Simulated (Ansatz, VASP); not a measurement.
# Mg5CdO6: VASP beside Ansatz

```
CELL_PARAMETERS angstrom
3.09663 0.00000 0.00000
0.00000 3.09663 0.00000
0.00000 0.00000 13.12089
ATOMIC_POSITIONS crystal
Mg 0.00000 0.00000 0.82003
Mg 0.00000 0.00000 0.17997
Mg 0.50000 0.50000 0.34123
Mg 0.00000 0.00000 0.50000
Mg 0.50000 0.50000 0.65877
Cd 0.50000 0.50000 0.00000
O 0.00000 0.00000 0.00000
O 0.50000 0.50000 0.18282
O 0.00000 0.00000 0.34063
O 0.50000 0.50000 0.50000
O 0.00000 0.00000 0.65937
O 0.50000 0.50000 0.81718
```

Alike in both runs: functional PBE; k mesh 10 × 10 × 2; occupations gaussian, width 0.02 eV; no spin polarisation.

Ansatz relaxed the structure, and its values are those at the end. VASP's run is a single point on that final structure, the one shown.

```csv
,VASP,Ansatz
version,VASP 6.6.1,Ansatz 0.2.0
potentials or method,"VASP PAW PBE potentials, release 64 (Mg, Cd, O), cutoff 520 eV","scalar-relativistic, plane waves, PAW"
valence electrons in the cell,58,106
```

```csv
,VASP,Ansatz,Ansatz less VASP
gap on the k mesh at the Fermi level (eV),1.40,1.41,+0.015
least direct gap on the mesh (eV),2.75,2.78,+0.029
pressure (GPa),-0.1,0.0,+0.07
rms of the force components (eV/Å),0.008,0.002,-0.0064
```

VASP's potentials hold 58 valence electrons a cell and Ansatz's 106, so a difference there can come from the potentials and not from the codes.
